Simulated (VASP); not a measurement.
# MoS2 (P6_3/mmc) in VASP: a series of runs

MoS2 is run at these levels: RPBE+D3(BJ), PBE+D3(BJ); tasks: single point.

Everything below comes from runs of VASP 6.6.1. Logs are shortened: lines on timing, memory, paths and dates and some standing lists are left out, and cuts for length are marked.

## 1. The cell of the first run

The structure is hexagonal, space group P6_3/mmc (No. 194). Conventional cell: a = 3.231 Å, b = 3.231 Å, c = 12.566 Å, α = 90.00°, β = 90.00°, γ = 120.00°. Within 3.2 Å of Mo (site symmetry -6m2) lie 6 S at 2.45 Å. S (site symmetry 3m) has 3 Mo at 2.45 Å and 1 S at 3.19 Å within 3.2 Å.

## 2. Single point, RPBE+D3(BJ)

The input, INCAR:

```
SYSTEM = MoS2
PREC = Accurate ; ENCUT = 520
EDIFF = 1E-6 ; ISMEAR = -1
SIGMA = 0.05 ; LREAL = .FALSE.
LASPH = .TRUE. ; NELM = 80
ALGO = Normal ; ISIF = 2
LWAVE = .FALSE. ; LCHARG = .TRUE.
GGA = RP ; IVDW = 12
LELF = .TRUE. ; LVHAR = .TRUE.
NBANDS = 35
```

The input, KPOINTS:

```
Automatic mesh
0
G
  10 10 3
  0 0 0
```

The input, POSCAR:

```
MoS2
1.0
    3.2311530343      0.0000000000      0.0000000000
   -1.6155765171      2.7982606112      0.0000000000
    0.0000000000      0.0000000000     12.5657084235
Mo S
2 4
Direct
    0.6666666667      0.3333333333      0.7500000000
    0.3333333333      0.6666666667      0.2500000000
    0.6666666667      0.3333333333      0.3770000000
    0.3333333333      0.6666666667      0.8770000000
    0.6666666667      0.3333333333      0.1230000000
    0.3333333333      0.6666666667      0.6230000000
```

Potentials or basis: VASP PAW PBE potentials, release 64 (Mo_sv, S).

The run is started by

```bash
> cat potpaw_PBE.64/Mo_sv/POTCAR potpaw_PBE.64/S/POTCAR > POTCAR
> mpirun -np 1 vasp_std > vasp.out
```

OUTCAR:

```text
SYSTEM = MoS2
   PREC = Accurate
   ENCUT = 520
   EDIFF = 1E-6
   ISMEAR = -1
   LREAL = .FALSE.
   LASPH = .TRUE.
   NELM = 80
   ISIF = 2
   GGA = RP
   IVDW = 12
 IVDW          = 12

 ion  position               nearest neighbor table
   1  0.667  0.333  0.750-   4 2.45   6 2.45   4 2.45   6 2.45   4 2.45   6 2.45
   2  0.333  0.667  0.250-   3 2.45   5 2.45   3 2.45   5 2.45   3 2.45   5 2.45
   3  0.667  0.333  0.377-   2 2.45   2 2.45   2 2.45
   4  0.333  0.667  0.877-   1 2.45   1 2.45   1 2.45
   5  0.667  0.333  0.123-   2 2.45   2 2.45   2 2.45
   6  0.333  0.667  0.623-   1 2.45   1 2.45   1 2.45

  LATTYP: Found a hexagonal cell.
 ALAT       =     3.2311530343
 C/A-ratio  =     3.8889239507

  Lattice vectors:

 A1 = (   3.2311530343,   0.0000000000,   0.0000000000)
 A2 = (  -1.6155765171,   2.7982606112,   0.0000000000)
 A3 = (   0.0000000000,   0.0000000000,  12.5657084235)

Analysis of symmetry for initial positions (statically):
=====================================================================
 Subroutine PRICEL returns:
 Original cell was already a primitive cell.

 Routine SETGRP: Setting up the symmetry group for a
 hexagonal supercell.

 Subroutine GETGRP returns: Found 24 space group operations
 (whereof 12 operations were pure point group operations)
 out of a pool of 24 trial point group operations.

The static configuration has the point symmetry D_3d.
 The point group associated with its full space group is D_6h.

Analysis of symmetry for dynamics (positions and initial velocities):
=====================================================================
 Subroutine PRICEL returns:
 Original cell was already a primitive cell.

 Routine SETGRP: Setting up the symmetry group for a
 hexagonal supercell.

 Subroutine GETGRP returns: Found 24 space group operations
 (whereof 12 operations were pure point group operations)
 out of a pool of 24 trial point group operations.

The dynamic configuration has the point symmetry D_3d.
 The point group associated with its full space group is D_6h.

 Subroutine INISYM returns: Found 24 space group operations
 (whereof 12 operations are pure point group operations),
 and found     1 'primitive' translations

----------------------------------------------------------------------------------------

                                     Primitive cell

  volume of cell :     113.6142

  direct lattice vectors                    reciprocal lattice vectors
     3.231153034  0.000000000  0.000000000     0.309487044  0.178682428  0.000000000
    -1.615576517  2.798260611  0.000000000     0.000000000  0.357364856  0.000000000
     0.000000000  0.000000000 12.565708424     0.000000000  0.000000000  0.079581665

  length of vectors
     3.231153034  3.231153034 12.565708424     0.357364856  0.357364856  0.079581665

  position of ions in fractional coordinates (direct lattice)
     0.666666667  0.333333333  0.750000000
     0.333333333  0.666666667  0.250000000
     0.666666667  0.333333333  0.377000000
     0.333333333  0.666666667  0.877000000
     0.666666667  0.333333333  0.123000000
     0.333333333  0.666666667  0.623000000

  ion indices of the primitive-cell ions
   primitive index   ion index
                 1           1
                 2           2
                 3           3
                 4           4
                 5           5
                 6           6

----------------------------------------------------------------------------------------

 KPOINTS: Automatic mesh

Automatic generation of k-mesh.
 Grid dimensions read from file:
 generate k-points for:   10   10    3

 Generating k-lattice:

  Cartesian coordinates                     Fractional coordinates (reciprocal lattice)
     0.030948704  0.017868243  0.000000000     0.100000000  0.000000000  0.000000000
     0.000000000  0.035736486  0.000000000     0.000000000  0.100000000  0.000000000
     0.000000000  0.000000000  0.026527222     0.000000000  0.000000000  0.333333333

  Length of vectors
     0.035736486  0.035736486  0.026527222

  Shift w.r.t. Gamma in fractional coordinates (k-lattice)
     0.000000000  0.000000000  0.000000000

 Subroutine IBZKPT returns following result:
 ===========================================

 Found     28 irreducible k-points:

 Following reciprocal coordinates:
            Coordinates               Weight
  0.000000  0.000000  0.000000      1.000000
  0.100000  0.000000  0.000000      6.000000
  0.200000  0.000000  0.000000      6.000000
  0.300000  0.000000  0.000000      6.000000
  0.400000  0.000000  0.000000      6.000000
  0.500000  0.000000  0.000000      3.000000
[... 16 lines left out ...]
  0.300000  0.100000  0.333333     24.000000
  0.400000  0.100000  0.333333     24.000000
 [... further k-points ...]
   k-points           NKPTS =     28   k-points in BZ     NKDIM =     28   number of bands    NBANDS=     35
   number of dos      NEDOS =    301   number of ions     NIONS =      6
   total plane-waves  NPLWV =  55296
   dimension x,y,z NGX =    24 NGY =   24 NGZ =   96
   dimension x,y,z NGXF=    48 NGYF=   48 NGZF=  192
   ions per type =               2   4
   NGX,Y,Z   is equivalent  to a cutoff of  12.35, 12.35, 12.70 a.u.
   NGXF,Y,Z  is equivalent  to a cutoff of  24.70, 24.70, 25.40 a.u.
 SYSTEM =  MoS2
   PREC   = accura    normal or accurate (medium, high low for compatibility)
   ISTART =      0    job   : 0-new  1-cont  2-samecut
   ICHARG =      2    charge: 1-file 2-atom 10-const
   ISPIN  =      1    spin polarized calculation?
   LNONCOLLINEAR =      F non collinear calculations
   LSORBIT =      F    spin-orbit coupling
   LASPH  =      T    aspherical Exc in radial PAW
   ENCUT  =  520.0 eV  38.22 Ry    6.18 a.u.   6.01  6.01 23.36*2*pi/ulx,y,z
   NELM   =     80;   NELMIN=  2; NELMDL= -5     # of ELM steps
   EDIFF  = 0.1E-05   stopping-criterion for ELM
   LREAL  =      F    real-space projection
   EDIFFG = 0.1E-04   stopping-criterion for IOM
   NSW    =      0    number of steps for IOM
   IBRION =     -1    ionic relax: 0-MD 1-quasi-New 2-CG
   NFREE  =      0    steps in history (QN), initial steepest desc. (CG)
   ISIF   =      2    stress and relaxation
   ISYM   =      2    0-nonsym 1-usesym 2-fastsym
   POTIM  = 0.5000    time-step for ionic-motion
   TEBEG  =    0.0;   TEEND  =   0.0 temperature during run
   PSTRESS=    0.0 pullay stress
   NELECT =      52.0000    total number of electrons
   NUPDOWN=      -1.0000    fix difference up-down
   EMIN   =  10.00;   EMAX   =-10.00  energy-range for DOS
   EFERMI =   0.00;   METHOD = LEGACY
   ISMEAR =    -1;   SIGMA  =   0.05  broadening in eV -4-tet -1-fermi 0-gaus
   EFERMI_NEDOS =   21; number of points for ismear=-14 and -15
   IALGO  =     38    algorithm
   IMIX   =      4    mixing-type and parameters
     AMIX     =   0.40;   BMIX     =  1.00
     AMIX_MAG =   1.60;   BMIX_MAG =  1.00
  volume/ion in A,a.u.               =      18.94       127.78
  Fermi-wavevector in a.u.,A,eV,Ry     =   1.261629  2.384133 21.656505  1.591708
  Thomas-Fermi vector in A             =   2.395079
   LORBIT       =      0    0 simple, 1 ext, 2 COOP (PROOUT), +10 PAW based schemes
   GGA     = RP    functional components
   LHFCALC =     F    Hartree Fock is set to
   AEXX    =    0.0000 exact exchange contribution
   IVDW    =    12    specifies the selected vdW correction
   LEPSILON=     F    determine dielectric tensor
   LRPA    =     F    only Hartree local field effects (RPA)
 non-spin polarized calculation
  energy-cutoff  :      520.00
  volume of cell :      113.61
 maximum number of plane-waves:      3102
   NGX = 13   NGY = 13   NGZ = 47

 number of electron      52.0000000 magnetization

 Free energy of the ion-electron system (eV)
  ---------------------------------------------------
  ext. energy  EPLUGINS =         0.00000000
  ---------------------------------------------------
  free energy    TOTEN  =       -41.01533271 eV

  energy without entropy =      -41.01533146  energy(sigma->0) =      -41.01533208

 E-fermi :   7.2288     XC(G=0): -10.3709

 val. band max:        6.7754015974   @ k =   0.0000   0.0000   0.0000
 cond. band min:       7.8027426595   @ k =   0.2000   0.2000   0.0000
 fundamental gap:      1.0273410621
 Fermi energy:         7.2287603227

 k-point     1 :       0.0000    0.0000    0.0000
  band No.  band energies     occupation
      1     -54.7288      2.00000
      2     -54.7287      2.00000
      3     -28.8221      2.00000
      4     -28.8220      2.00000
      5     -28.6651      2.00000
      6     -28.6651      2.00000
[... 27 lines left out ...]
     34       9.0595      0.00000
     35      12.1918      0.00000

 k-point     2 :       0.1000    0.0000    0.0000
  band No.  band energies     occupation
      1     -54.7259      2.00000
      2     -54.7259      2.00000
      3     -28.8163      2.00000
      4     -28.8163      2.00000
      5     -28.6951      2.00000
      6     -28.6951      2.00000
[... 27 lines left out ...]
     34       9.0835      0.00000
     35      12.8239      0.00000

 k-point     3 :       0.2000    0.0000    0.0000
  band No.  band energies     occupation
      1     -54.7185      2.00000
      2     -54.7185      2.00000
      3     -28.8014      2.00000
      4     -28.8014      2.00000
      5     -28.7727      2.00000
      6     -28.7727      2.00000
[... 27 lines left out ...]
     34       9.5908      0.00000
     35      13.8526      0.00000
[... 723 lines left out ...]
 k-point    23 :       0.3000    0.1000    0.3333
  band No.  band energies     occupation
      1     -54.7041      2.00000
      2     -54.7041      2.00000
      3     -28.9072      2.00000
      4     -28.9072      2.00000
      5     -28.7725      2.00000
      6     -28.7725      2.00000
[... 27 lines left out ...]
     34      10.3663      0.00000
     35      13.5170      0.00000

 k-point    24 :       0.4000    0.1000    0.3333
  band No.  band energies     occupation
      1     -54.6990      2.00000
      2     -54.6990      2.00000
      3     -28.9558      2.00000
      4     -28.9558      2.00000
      5     -28.7621      2.00000
      6     -28.7621      2.00000
[... 27 lines left out ...]
     34      10.3621      0.00000
     35      12.6613      0.00000

 [... further k-points ...]

------------------------ aborting loop because EDIFF is reached ----------------------------------------

 Edisp (eV)  -10.88991

 E8    (eV) :    -6.7446

  FORCE on cell =-STRESS in cart. coord.  units (eV):
  Direction    XX          YY          ZZ          XY          YZ          ZX
  --------------------------------------------------------------------------------------
  -------------------------------------------------------------------------------------
  Total     -16.35761   -16.35761   -11.92829    -0.00000     0.00000     0.00000
  in kB    -230.67360  -230.67360  -168.21163    -0.00000     0.00000     0.00000
  external pressure =     -209.85 kB  Pullay stress =        0.00 kB

 VOLUME and BASIS-vectors are now :
 -----------------------------------------------------------------------------
  energy-cutoff  :      520.00
  volume of cell :      113.61
      direct lattice vectors                 reciprocal lattice vectors
     3.231153034  0.000000000  0.000000000     0.309487044  0.178682428  0.000000000
    -1.615576517  2.798260611  0.000000000     0.000000000  0.357364856  0.000000000
     0.000000000  0.000000000 12.565708424     0.000000000  0.000000000  0.079581665

 POSITION                                       TOTAL-FORCE (eV/Angst)
 -----------------------------------------------------------------------------------
      1.61558      0.93275      9.42428        -0.000000      0.000000     -0.000000
     -0.00000      1.86551      3.14143         0.000000     -0.000000     -0.000000
      1.61558      0.93275      4.73727         0.000000     -0.000000     -1.435154
     -0.00000      1.86551     11.02013        -0.000000      0.000000     -1.435154
      1.61558      0.93275      1.54558         0.000000     -0.000000      1.435154
     -0.00000      1.86551      7.82844        -0.000000     -0.000000      1.435154
 -----------------------------------------------------------------------------------
    total drift:                               -0.000000      0.000000     -0.000000

  FREE ENERGIE OF THE ION-ELECTRON SYSTEM (eV)
  ---------------------------------------------------
  free  energy   TOTEN  =       -51.9052416854 eV

  energy  without entropy=      -51.9052404348  energy(sigma->0) =      -51.90524106
```

Run time: 54 s. Hardware: 1 thread of Intel Xeon 6975P-C (Granite Rapids), shared host; peak memory 0.28 GiB.

What came out:

```
Free energy                : -51.9052 eV
Pressure                   : -21.0 GPa
Largest force              : 1.435 eV/Å
Band gap on the k mesh     : 1.03 eV, indirect (least direct gap 1.73 eV)
Dispersion energy per atom : -1.815 eV
```

Forces on the atoms (eV/Å):
```
Mo   0.000  0.000  0.000
Mo   0.000  0.000  0.000
S    0.000  0.000 -1.435
S    0.000  0.000 -1.435
S    0.000  0.000  1.435
S    0.000  0.000  1.435
```

Stress tensor (GPa, compression positive):
```
-23.07   0.00   0.00
  0.00 -23.07   0.00
  0.00   0.00 -16.82
```

Levels at points of the mesh, in eV from the valence-band top:
```tsv
k point	band 22	band 23	band 24	band 25	band 26	band 27	band 28	band 29	band 30	band 31
(0.00, 0.00, 0.00)	-1.95	-1.95	-1.14	-0.92	0.00	2.03	2.03	2.06	2.06	2.14
(0.50, 0.00, 0.00)	-2.33	-1.62	-1.45	-1.23	-1.11	1.54	1.58	1.93	2.14	2.81
```

Caveat: the PAW data sets were made with another functional, which shifts forces and pressure a little.

## 3. Single point, PBE+D3(BJ)

This run uses another cell than the first one, of 16.79 Å³/atom, 0.887 times its volume.

The input, INCAR:

```
SYSTEM = MoS2
ALGO = Normal ; EDIFF = 1E-7
ENCUT = 520 ; GGA = PE
ISIF = 2 ; ISMEAR = -1
IVDW = 12 ; LASPH = .TRUE.
LCHARG = .FALSE. ; LREAL = .FALSE.
LWAVE = .FALSE. ; NBANDS = 35
NELM = 100 ; PREC = Accurate
SIGMA = 0.05
```

The input, KPOINTS:

```
k-points
0
G
  10 10 3
  0 0 0
```

Changes to POSCAR since step 2:

```diff
@@ -2,5 +2,5 @@
 1.0
-    3.2311530343      0.0000000000      0.0000000000
-   -1.6155765171      2.7982606112      0.0000000000
-    0.0000000000      0.0000000000     12.5657084235
+    3.1043083785      0.0000000000      0.0000000000
+   -1.5521541893      2.6884099170      0.0000000000
+    0.0000000000      0.0000000000     12.0724192038
 Mo S
```

Potentials or basis: VASP PAW PBE potentials, release 64 (Mo_sv, S).

The run is started by

```bash
> cat potpaw_PBE.64/Mo_sv/POTCAR potpaw_PBE.64/S/POTCAR > POTCAR
> mpirun -np 1 vasp_std > vasp.out
```

Wall time 48 s (1 thread of AMD EPYC 9R45 (Zen 5), shared host); peak memory 0.23 GiB.

It converged, with:

| Property | Result |
| --- | --- |
| Free energy | -46.0407 eV |
| Pressure | 8.1 GPa |
| Largest force | 0.993 eV/Å |
| Band gap on the k mesh | 0.88 eV, indirect (least direct gap 2.03 eV) |
| Dispersion energy per atom | -0.451 eV |

Forces in eV/Å, atoms in the order of the input:
```
Mo   0.000  0.000  0.000
Mo   0.000  0.000  0.000
S    0.000  0.000  0.993
S    0.000  0.000  0.993
S    0.000  0.000 -0.993
S    0.000  0.000 -0.993
```

Stress tensor (GPa, compression positive):
```
7.65 0.00 0.00
0.00 7.65 0.00
0.00 0.00 9.14
```

Levels at points of the mesh, in eV from the valence-band top:
| k point | band 23 | band 24 | band 25 | band 26 | band 27 | band 28 | band 29 | band 30 |
| --- | --- | --- | --- | --- | --- | --- | --- | --- |
| (0.00, 0.00, 0.00) | -2.31 | -1.36 | -1.24 | 0.00 | 2.19 | 2.19 | 2.22 | 2.22 |
| (0.50, 0.00, 0.00) | -1.82 | -1.60 | -1.55 | -1.42 | 1.71 | 1.76 | 2.12 | 2.43 |
